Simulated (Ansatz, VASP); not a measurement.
This is a calculation of SrCl2 for Ansatz 0.2.0.

input.yaml

```yaml
crystal:
  lattice:
    - [0.0, 3.4649375496, 3.4649375496]
    - [3.4649375496, 0.0, 3.4649375496]
    - [3.4649375496, 3.4649375496, 0.0]
  atoms:
    - { symbol: Sr, position: [0.0, 0.0, 0.0] }
    - { symbol: Cl, position: [0.75, 0.75, 0.75] }
    - { symbol: Cl, position: [0.25, 0.25, 0.25] }
kpoints:
  mp_grid: { grid: [7, 7, 7] }
scf:
  occupations: { method: fermi_dirac, width: 0.05 }
hamiltonian:
  xc: pbesol
  pseudopotentials: { kind: all_electron, lapw: { basis_error: 0.001 } }
output:
  forces: true
  stress: true
  eigenvalues: true
```

Potentials or basis: all-electron LAPW, scalar-relativistic.

Command:

```sh
$ ansatz run input.yaml --threads 2 --pin off --max-ram 8192MiB --backend cpu --events-out ev --progress --plain --runs-dir out
```

Problem. Set up the same calculation for VASP 6.6.1. Potentials there: VASP PAW PBE potentials, release 64 (Sr_sv, Cl).

Solution. As run (the cutoff follows the program's own potentials):

INCAR

```
SYSTEM = SrCl2
ALGO     = Normal         ! electronic algorithm
EDIFF    = 1E-6           ! SCF threshold, eV
ENCUT    = 520            ! plane-wave cutoff, eV
GGA      = PS             ! functional
ISIF     = 2              ! what is computed and relaxed
ISMEAR   = -1             ! smearing method
LASPH    = .True.         ! aspherical terms in the spheres
LCHARG   = .False.        ! write CHGCAR
LREAL    = .False.        ! projectors in reciprocal space
LWAVE    = .False.        ! write WAVECAR
NBANDS   = 19             ! bands
NELM     = 100            ! most SCF steps
PREC     = Accurate       ! precision mode
SIGMA    = 0.05           ! smearing width, eV
```

Contents of KPOINTS:

```
k-points
0
Gamma
  7 7 7
  0 0 0
```

File POSCAR:

```
SrCl2
1.0
    0.0000000000      3.4649375496      3.4649375496
    3.4649375496      0.0000000000      3.4649375496
    3.4649375496      3.4649375496      0.0000000000
Sr Cl
1 2
Direct
    0.0000000000      0.0000000000      0.0000000000
    0.7500000000      0.7500000000      0.7500000000
    0.2500000000      0.2500000000      0.2500000000
```

Potentials or basis: VASP PAW PBE potentials, release 64 (Sr_sv, Cl).

Run with:

```sh
$ cat potpaw_PBE.64/Sr_sv/POTCAR potpaw_PBE.64/Cl/POTCAR > POTCAR
$ mpirun -np 1 vasp_std > vasp.out
```

Both were run:

|  | VASP | Ansatz | Ansatz less VASP |
| --- | --- | --- | --- |
| gap on the k mesh at the Fermi level (eV) | 5.24 | 5.25 | +0.011 |
| least direct gap on the mesh (eV) | 5.56 | 5.56 | +0.002 |
| pressure (GPa) | -0.2 | -0.4 | -0.13 |

VASP's potentials were made for PBE, not for PBEsol. Ansatz ran all-electron here, and VASP with PAW potentials.
